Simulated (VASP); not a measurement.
The system is Tl.

```
Tl
1.0
     3.45600    0.00000    0.00000
    -1.72800    2.99298    0.00000
     0.00000    0.00000    5.52500
Tl
2
Direct
  0.33333 0.66667 0.25000
  0.66667 0.33333 0.75000
```

| Property | Result |
| --- | --- |
| Program | VASP 6.6.1 |
| Task | relaxation of cell and atoms |
| Functional | PBEsol |
| Potentials or basis | VASP PAW PBE potentials, release 64 (Tl_d) |
| Cutoff | 600 eV |
| k mesh | 7 × 7 × 4 |
| Occupations | methfessel-paxton, width 0.05 eV |
| Spin | no spin polarisation |

At the start: pressure 0.1 GPa; volume 28.57 Å³/atom.

Task: Where does the relaxation end?

Result: Over 8 steps the energy falls by 5.2 meV/atom and the volume is 28.53 Å³/atom (-0.1 %); space group P6_3/mmc (No. 194, to 0.1 Å) before and after.

Step by step:
| step | energy change (eV) | largest force (eV/Å) | pressure (GPa) | volume (Å³) |
| --- | --- | --- | --- | --- |
| 1 | 0.0000 | 0.0000 | 0.08 | 57.15 |
| 2 | -0.0066 | 0.0000 | -0.07 | 57.26 |
| 3 | -0.0039 | 0.0000 | -0.13 | 57.53 |
| 4 | -0.0101 | 0.0000 | -0.24 | 57.38 |
| 5 | -0.0101 | 0.0000 | -0.25 | 57.40 |
| 6 | -0.0101 | 0.0000 | -0.24 | 57.39 |
| 7 | -0.0104 | 0.0000 | 0.09 | 56.95 |
| 8 | -0.0104 | 0.0000 | 0.00 | 57.07 |

Final structure:
```cif
data_structure
_symmetry_space_group_name_H-M 'P 1'
_symmetry_Int_Tables_number 1
_cell_length_a 3.4113
_cell_length_b 3.4113
_cell_length_c 5.6625
_cell_angle_alpha 90.000
_cell_angle_beta 90.000
_cell_angle_gamma 120.000
_cell_volume 57.07
loop_
_atom_site_label
_atom_site_type_symbol
_atom_site_fract_x
_atom_site_fract_y
_atom_site_fract_z
_atom_site_occupancy
Tl1 Tl 0.33333 0.66667 0.25000 1
Tl2 Tl 0.66667 0.33333 0.75000 1
```

Caveat: the PAW data sets were made with another functional, which shifts forces and pressure a little.
